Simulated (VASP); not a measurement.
A run of VASP 6.6.1:

Contents of INCAR:

```
SYSTEM = SnO2
PREC = Accurate
ENCUT = 520
EDIFF = 1E-6
ISMEAR = 0
SIGMA = 0.02
LREAL = .False.
LASPH = .True.
NELM = 100
ALGO = Normal
ISIF = 2
LWAVE = .False.
LCHARG = .False.
GGA = PS
NBANDS = 35
```

Contents of KPOINTS:

```
Automatic mesh
0
Gamma
  6 6 8
  0 0 0
```

The input POSCAR:

```
SnO2
1.0
    4.7692374239      0.0000000000      0.0000000000
    0.0000000000      4.7692374239      0.0000000000
    0.0000000000      0.0000000000      3.2120043802
Sn O
2 4
Direct
    0.0000000000      0.0000000000      0.0000000000
    0.5000000000      0.5000000000      0.5000000000
    0.3062750946      0.3062750946      0.0000000000
    0.1937249054      0.8062750946      0.5000000000
    0.6937249054      0.6937249054      0.0000000000
    0.8062750946      0.1937249054      0.5000000000
```

Potentials or basis: VASP PAW PBE potentials, release 64 (Sn_d, O).

The run is started by

```sh
$ cat potpaw_PBE.64/Sn_d/POTCAR potpaw_PBE.64/O/POTCAR > POTCAR
$ mpirun -np 1 vasp_std > vasp.out
```

Hardware: 1 thread of Intel(R) Xeon(R) Platinum 8259CL CPU @ 2.50GHz (Skylake/Cascade Lake), with other jobs on the host.

Q: Estimate the wall time of this run.

A: Run time: 67 s on 1 thread of Intel(R) Xeon(R) Platinum 8259CL CPU @ 2.50GHz (Skylake/Cascade Lake) (shared host), peak memory 0.23 GiB. Counts: scf iterations 12, k points 50.
